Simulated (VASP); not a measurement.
Set up this calculation in VASP 6.6.1, as the native input.

- Task: single point
- Functional: PBE
- Potentials or basis: VASP PAW PBE potentials, release 64 (Ge_d, Sb, Te)
- Cutoff: 520 eV
- k mesh: 12 × 12 × 2
- Occupations: gaussian, width 0.03 eV
- Spin: no spin polarisation
- Dipole correction: no
- Further INCAR settings: ALGO = Normal; EDIFF = 1e-06; NBANDS = 44

The structure of Ge2Sb2Te5 lies in POSCAR:

```
Ge2Sb2Te5
1.0
    4.5306794400      0.0000000000      0.0000000000
   -2.2653397200      3.9236834914      0.0000000000
    0.0000000000      0.0000000000     16.0200294318
Ge Sb Te
2 2 5
Direct
    0.0000000000      0.0000000000      0.3314713560
    0.0000000000      0.0000000000      0.6685286440
    0.3333333333      0.6666666667      0.1121550832
    0.6666666667      0.3333333333      0.8878449168
    0.0000000000      0.0000000000      0.0000000000
    0.3333333333      0.6666666667      0.7913602895
    0.6666666667      0.3333333333      0.2086397105
    0.3333333333      0.6666666667      0.4097504733
    0.6666666667      0.3333333333      0.5902495267
```

The input as run:

INCAR

```
SYSTEM = Ge2Sb2Te5
  ALGO = Normal
  EDIFF = 1E-6
  ENCUT = 520
  GGA = PE
  ISIF = 2
  ISMEAR = 0
  LASPH = .TRUE.
  LCHARG = .FALSE.
  LREAL = .FALSE.
  LWAVE = .FALSE.
  NBANDS = 44
  NELM = 80
  PREC = Accurate
  SIGMA = 0.03
```

KPOINTS

```
k-points
0
G
  12 12 2
  0 0 0
```

Potentials or basis: VASP PAW PBE potentials, release 64 (Ge_d, Sb, Te).

Launch:

```bash
$ cat potpaw_PBE.64/Ge_d/POTCAR potpaw_PBE.64/Sb/POTCAR potpaw_PBE.64/Te/POTCAR > POTCAR
$ mpirun -np 1 vasp_std > vasp.out
```

Results of the run:

```json
{
  "Pressure": "-0.5 GPa",
  "Largest force": "0.323 eV/Å",
  "Band gap on the k mesh": "zero (bands 34 and 35 overlap by 0.08 eV)"
}
```

Caveat: spin-orbit coupling is left out, which moves the levels of the heavy elements; this functional lacks dispersion, which binds layers or chains, so the pressure and a relaxed spacing across them are unreliable.

Run time: 7 min on 1 thread of AMD EPYC 9R45 96-Core Processor (Zen 5), on a shared host, peak memory 0.64 GiB.
